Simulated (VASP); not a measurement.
# ZrO2 (P4_2/nmc) in VASP: vibrations by perturbation theory with PBE

Aim: the vibrations by perturbation theory of ZrO2 with PBE.

Everything below comes from runs of VASP 6.6.1. Logs are shortened: lines on timing, memory, paths and dates and some standing lists are left out, and cuts for length are marked.

### 1 The cell of the first run

It takes space group P4_2/nmc (No. 137, tetragonal). The conventional cell has a = 3.621 Å, b = 3.621 Å, c = 5.283 Å, α = 90.00°, β = 90.00°, γ = 90.00°. Zr (site symmetry -4m2) has 8 O at 2.08 to 2.43 Å within 2.8 Å. O (site symmetry 2mm) has 4 Zr at 2.08 to 2.43 Å and 6 O at 2.63 to 2.64 Å within 2.8 Å.

### 2 Vibrations by perturbation theory, PBE

The input, INCAR:

```
SYSTEM = ZrO2
PREC = Accurate
ENCUT = 600
EDIFF = 1E-8
ISMEAR = 0
SIGMA = 0.01
LREAL = .False.
LASPH = .True.
NELM = 120
ALGO = Normal
ISIF = 2
LWAVE = .False.
LCHARG = .False.
GGA = PE
NBANDS = 33
IBRION = 8
NSW = 1
LEPSILON = .True.
GGA_COMPAT = .False.
```

The input, KPOINTS:

```
Automatic mesh
0
Gamma
  6 6 6
  0 0 0
```

The input, POSCAR:

```
ZrO2
1.0
    3.6210341396      0.0000000000      0.0000000000
    0.0000000000      3.6210341396      0.0000000000
    0.0000000000      0.0000000000      5.2828182180
Zr O
2 4
Direct
    0.0000000000      0.0000000000      0.0000000000
    0.5000000000      0.5000000000      0.5000000000
    0.0000000000      0.5000000000      0.1927796151
    0.0000000000      0.5000000000      0.6927796151
    0.5000000000      0.0000000000      0.3072203849
    0.5000000000      0.0000000000      0.8072203849
```

Potentials or basis: VASP PAW PBE potentials, release 64 (Zr_sv, O).

On the command line:

```bash
cat potpaw_PBE.64/Zr_sv/POTCAR potpaw_PBE.64/O/POTCAR > POTCAR
mpirun -np 1 vasp_std > vasp.out
```

OUTCAR:

```text
SYSTEM = ZrO2
   PREC = Accurate
   ENCUT = 600
   EDIFF = 1E-8
   ISMEAR = 0
   LREAL = .False.
   LASPH = .True.
   NELM = 120
   ISIF = 2
   GGA = PE
   IBRION = 8
   NSW = 1
   LEPSILON = .True.

 ion  position               nearest neighbor table
   1  0.000  0.000  0.000-   3 2.08   6 2.08   3 2.08   6 2.08   5 2.43   4 2.43   5 2.43   4 2.43
                             2 3.68   2 3.68   2 3.68   2 3.68   2 3.68   2 3.68   2 3.68   2 3.68
   2  0.500  0.500  0.500-   4 2.08   5 2.08   5 2.08   4 2.08   3 2.43   6 2.43   3 2.43   6 2.43
                             1 3.68   1 3.68   1 3.68   1 3.68   1 3.68   1 3.68   1 3.68   1 3.68
   3  0.000  0.500  0.193-   1 2.08   1 2.08   2 2.43   2 2.43
   4  0.000  0.500  0.693-   2 2.08   2 2.08   1 2.43   1 2.43
   5  0.500  0.000  0.307-   2 2.08   2 2.08   1 2.43   1 2.43
   6  0.500  0.000  0.807-   1 2.08   1 2.08   2 2.43   2 2.43

  LATTYP: Found a simple tetragonal cell.
 ALAT       =     3.6210341396
 C/A-ratio  =     1.4589252723

  Lattice vectors:

 A1 = (   3.6210341396,   0.0000000000,   0.0000000000)
 A2 = (   0.0000000000,   3.6210341396,   0.0000000000)
 A3 = (   0.0000000000,   0.0000000000,   5.2828182180)

Analysis of symmetry for initial positions (statically):
=====================================================================
 Subroutine PRICEL returns:
 Original cell was already a primitive cell.

 Routine SETGRP: Setting up the symmetry group for a
 simple tetragonal supercell.

 Subroutine GETGRP returns: Found 16 space group operations
 (whereof  8 operations were pure point group operations)
 out of a pool of 16 trial point group operations.

The static configuration has the point symmetry D_2d.
 The point group associated with its full space group is D_4h.

Analysis of symmetry for dynamics (positions and initial velocities):
=====================================================================
 Subroutine PRICEL returns:
 Original cell was already a primitive cell.

 Routine SETGRP: Setting up the symmetry group for a
 simple tetragonal supercell.

 Subroutine GETGRP returns: Found 16 space group operations
 (whereof  8 operations were pure point group operations)
 out of a pool of 16 trial point group operations.

The dynamic configuration has the point symmetry D_2d.
 The point group associated with its full space group is D_4h.

 Subroutine INISYM returns: Found 16 space group operations
 (whereof  8 operations are pure point group operations),
 and found     1 'primitive' translations

----------------------------------------------------------------------------------------

[... 1123 lines left out ...]
  x     0.00000     0.00000     0.00000     0.00000     0.00000     0.00000
  y     0.00000     0.00000     0.00000     0.00000     0.00000     0.00000
  z     0.00000     0.00000     0.00000     0.00000     0.00000     0.00000

 PIEZOELECTRIC TENSOR (including local field effects)  for field in x, y, z        (C/m^2)
          XX          YY          ZZ          XY          YZ          ZX
  --------------------------------------------------------------------------------
  x     0.00000     0.00000     0.00000     0.00000     0.00000     0.00000
  y     0.00000     0.00000     0.00000     0.00000     0.00000     0.00000
  z     0.00000     0.00000     0.00000     0.00000     0.00000     0.00000

 BORN EFFECTIVE CHARGES (including local field effects) (in |e|, cummulative output)
 ---------------------------------------------------------------------------------
 ion    1
    1     5.79439     0.00000     0.00000
    2     0.00000     5.79439     0.00000
    3     0.00000     0.00000     4.78946
 ion    2
    1     5.79439     0.00000     0.00000
    2     0.00000     5.79439     0.00000
    3     0.00000     0.00000     4.78946
 ion    3
    1    -2.00992     0.00000     0.00000
    2     0.00000    -3.78446     0.00000
    3     0.00000     0.00000    -2.39473
 ion    4
    1    -3.78446     0.00000     0.00000
    2     0.00000    -2.00992     0.00000
    3     0.00000     0.00000    -2.39473
 ion    5
    1    -2.00992     0.00000     0.00000
    2     0.00000    -3.78446     0.00000
    3     0.00000     0.00000    -2.39473
 ion    6
    1    -3.78446     0.00000     0.00000
    2     0.00000    -2.00992     0.00000
    3     0.00000     0.00000    -2.39473

 INTERNAL STRAIN TENSOR FOR ION    6 for displacements in x,y,z  (eV/Angst):
          X           Y           Z          XY          YZ          ZX
  --------------------------------------------------------------------------------
  x     0.00000     0.00000     0.00000     0.00000     0.00000     7.14403
  y     0.00000     0.00000     0.00000     0.00000    -1.73163     0.00000
  z    10.66682    -2.53874     8.77760     0.00000     0.00000     0.00000

 SECOND DERIVATIVES (NOT SYMMETRIZED)
 ------------------------------------
               1X          1Y          1Z          2X          2Y          2Z          3X          3Y          3Z          4X          4Y          4Z          5X          5Y          5Z          6X          6Y          6Z
  1X    -8.253725    0.000000    0.000000    0.421555    0.000000    0.000000    1.321187    0.000000    0.000000    0.713814    0.000000    0.000000   -1.964147    0.000000    0.000000    7.761315    0.000000    0.000000
  1Y     0.000000   -8.253725    0.000000    0.000000    0.421555    0.000000    0.000000    7.761315    0.000000    0.000000   -1.964147    0.000000    0.000000    0.713814    0.000000    0.000000    1.321187    0.000000
  1Z     0.000000    0.000000  -22.597439    0.000000    0.000000   13.470877    0.000000    0.000000    6.262498    0.000000    0.000000   -1.699217    0.000000    0.000000   -1.699217    0.000000    0.000000    6.262498
  2X     0.421555    0.000000    0.000000   -8.253725    0.000000    0.000000   -1.964147    0.000000    0.000000    7.761315    0.000000    0.000000    1.321187    0.000000    0.000000    0.713814    0.000000    0.000000
  2Y     0.000000    0.421555    0.000000    0.000000   -8.253725    0.000000    0.000000    0.713814    0.000000    0.000000    1.321187    0.000000    0.000000    7.761315    0.000000    0.000000   -1.964147    0.000000
  2Z     0.000000    0.000000   13.470877    0.000000    0.000000  -22.597439    0.000000    0.000000   -1.699217    0.000000    0.000000    6.262498    0.000000    0.000000    6.262498    0.000000    0.000000   -1.699217
  3X     1.291626    0.000000    0.000000   -1.964567    0.000000    0.000000   -5.057290    0.000000    0.000000    0.633269    0.000000    0.000000    4.688690    0.000000    0.000000    0.408272    0.000000    0.000000
  3Y     0.000000    7.742691    0.000000    0.000000    0.707047    0.000000    0.000000  -15.942940    0.000000    0.000000    0.626974    0.000000    0.000000    6.460168    0.000000    0.000000    0.406060    0.000000
  3Z     0.000000    0.000000    6.261670    0.000000    0.000000   -1.701592    0.000000    0.000000  -12.464680    0.000000    0.000000    7.485239    0.000000    0.000000   -0.932640    0.000000    0.000000    1.352003
  4X     0.707047    0.000000    0.000000    7.742691    0.000000    0.000000    0.626974    0.000000    0.000000  -15.942940    0.000000    0.000000    0.406060    0.000000    0.000000    6.460168    0.000000    0.000000
  4Y     0.000000   -1.964567    0.000000    0.000000    1.291626    0.000000    0.000000    0.633269    0.000000    0.000000   -5.057290    0.000000    0.000000    0.408272    0.000000    0.000000    4.688690    0.000000
  4Z     0.000000    0.000000   -1.701592    0.000000    0.000000    6.261670    0.000000    0.000000    7.485239    0.000000    0.000000  -12.464680    0.000000    0.000000    1.352003    0.000000    0.000000   -0.932640
  5X    -1.964567    0.000000    0.000000    1.291626    0.000000    0.000000    4.688690    0.000000    0.000000    0.408272    0.000000    0.000000   -5.057290    0.000000    0.000000    0.633269    0.000000    0.000000
  5Y     0.000000    0.707047    0.000000    0.000000    7.742691    0.000000    0.000000    6.460168    0.000000    0.000000    0.406060    0.000000    0.000000  -15.942940    0.000000    0.000000    0.626974    0.000000
  5Z     0.000000    0.000000   -1.701592    0.000000    0.000000    6.261670    0.000000    0.000000   -0.932640    0.000000    0.000000    1.352003    0.000000    0.000000  -12.464680    0.000000    0.000000    7.485239
  6X     7.742691    0.000000    0.000000    0.707047    0.000000    0.000000    0.406060    0.000000    0.000000    6.460168    0.000000    0.000000    0.626974    0.000000    0.000000  -15.942940    0.000000    0.000000
  6Y     0.000000    1.291626    0.000000    0.000000   -1.964567    0.000000    0.000000    0.408272    0.000000    0.000000    4.688690    0.000000    0.000000    0.633269    0.000000    0.000000   -5.057290    0.000000
  6Z     0.000000    0.000000    6.261670    0.000000    0.000000   -1.701592    0.000000    0.000000    1.352003    0.000000    0.000000   -0.932640    0.000000    0.000000    7.485239    0.000000    0.000000  -12.464680

 Eigenvectors and eigenvalues of the dynamical matrix
 ----------------------------------------------------

   1 f  =   18.672001 THz   117.319645 2PiTHz  622.830924 cm-1    77.221158 meV
             X         Y         Z           dx          dy          dz
      0.000000  0.000000  0.000000     0.098300   -0.001749    0.000000
      1.810517  1.810517  2.641409    -0.098300    0.001749    0.000000
      0.000000  1.810517  1.018420    -0.022225    0.012452   -0.000000
      0.000000  1.810517  3.659829     0.699775   -0.000395    0.000000
      1.810517  0.000000  1.622989     0.022225   -0.012452   -0.000000
      1.810517  0.000000  4.264399    -0.699775    0.000395    0.000000
[... 145 lines left out ...]
  18 f/i=    0.035685 THz     0.224217 2PiTHz    1.190333 cm-1     0.147582 meV
             X         Y         Z           dx          dy          dz
      0.000000  0.000000  0.000000    -0.427333    0.426746   -0.000000
      1.810517  1.810517  2.641409    -0.427333    0.426746   -0.000000
      0.000000  1.810517  1.018420    -0.187731    0.179996   -0.000000
      0.000000  1.810517  3.659829    -0.180243    0.187473   -0.000000
      1.810517  0.000000  1.622989    -0.187731    0.179996   -0.000000
      1.810517  0.000000  4.264399    -0.180243    0.187473   -0.000000

--------------------------------------------------------------------------------------------------------

 MACROSCOPIC STATIC DIELECTRIC TENSOR IONIC CONTRIBUTION
 ------------------------------------------------------
         123.458889    -0.000000     0.000000
          -0.000000   123.458889     0.000000
           0.000000     0.000000    13.135073
 ------------------------------------------------------

 ELASTIC MODULI CONTR FROM IONIC RELAXATION (kBar)
 Direction    XX          YY          ZZ          XY          YZ          ZX
 --------------------------------------------------------------------------------
 XX        -808.6447    242.5522   -611.3295      0.0000     -0.0000      0.0000
 YY         242.5522   -808.6447   -611.3295      0.0000      0.0000     -0.0000
 ZZ        -611.3295   -611.3295  -1320.3628      0.0000      0.0000      0.0000
 XY           0.0000      0.0000      0.0000      0.0000      0.0000      0.0000
 YZ          -0.0000      0.0000      0.0000      0.0000   -793.7875      0.0000
 ZX           0.0000     -0.0000      0.0000      0.0000      0.0000   -792.8672
 --------------------------------------------------------------------------------

 PIEZOELECTRIC TENSOR IONIC CONTR  for field in x, y, z        (C/m^2)
          XX          YY          ZZ          XY          YZ          ZX
  --------------------------------------------------------------------------------
  x    -0.00000    -0.00000    -0.00000     0.00000    -0.00000    -0.00000
  y     0.00000    -0.00000    -0.00000     0.00000    -0.00000     0.00000
  z     0.00000    -0.00000     0.00000     0.00000    -0.00000    -0.00000
```

Wall time 40 min (1 thread of Intel Xeon 6975P-C (Granite Rapids), shared host); peak memory 0.66 GiB.

Results:

```
Electronic dielectric tensor (diagonal)                 : 5.72, 5.72, 4.98
Born charges (mean of the diagonal)                     : Zr +5.46; O -2.73 e
Highest phonon frequency at Γ, LO-TO splitting left out : 623 cm⁻¹
```

Phonon frequencies in cm⁻¹ (negative: imaginary):
| q point | frequencies |
| --- | --- |
| (0.000, 0.000, 0.000) | -1 -1 0 72 72 125 125 280 303 324 411 411 431 431 574 615 623 623 |

Electronic dielectric tensor:
```
5.72 0.00 0.00
0.00 5.72 0.00
0.00 0.00 4.98
```

Born effective charge tensors (e):
atom 1, Zr
```
5.79 0.00 0.00
0.00 5.79 0.00
0.00 0.00 4.79
```
atom 2, Zr
```
5.79 0.00 0.00
0.00 5.79 0.00
0.00 0.00 4.79
```
atom 3, O
```
-2.01  0.00  0.00
 0.00 -3.78  0.00
 0.00  0.00 -2.39
```
atom 4, O
```
-3.78  0.00  0.00
 0.00 -2.01  0.00
 0.00  0.00 -2.39
```
atom 5, O
```
-2.01  0.00  0.00
 0.00 -3.78  0.00
 0.00  0.00 -2.39
```
atom 6, O
```
-3.78  0.00  0.00
 0.00 -2.01  0.00
 0.00  0.00 -2.39
```
